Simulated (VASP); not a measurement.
Runs of VASP 6.6.1 on SiGe. The structure is that of space group P6_3mc (No. 186), or close to it. The cells are those of the table. 

```tsv
cell	gap on the mesh (eV)	pressure (GPa)	largest force (eV/Å)
a = 3.937, b = 3.937, c = 6.506 Å, angles 90.0, 90.0, 120.0°, 4 atoms	none	-3.2	2.07
a = 3.904, b = 3.904, c = 6.451 Å, angles 90.0, 90.0, 120.0°, 4 atoms	none	(b)	1.37
a = 3.799, b = 3.799, c = 6.279 Å, angles 90.0, 90.0, 120.0°, 4 atoms	none	6.3	1.57
a = 3.970, b = 3.970, c = 6.561 Å, angles 90.0, 90.0, 120.0°, 4 atoms	none	(a)	(c)
```

Alike in all rows: task single point; level LDA; potentials or basis VASP PAW LDA potentials, release 64 (Si, Ge_d); no spin polarisation; k mesh 12 × 12 × 6; cutoff (eV) 520; smearing gaussian 0.03 eV.

Problem. Fill in the values left out.

Solution. (a) -4.7; (b) -1.8; (c) 1.24.

Caveats: forces of over 1 eV/Å act on the atoms, so gaps and moduli don't describe the material at rest.

A k mesh can miss the band edges, and the runs leave out spin-orbit coupling on Ge.

A gap of «none» marks levels without a gap at the run's occupations.
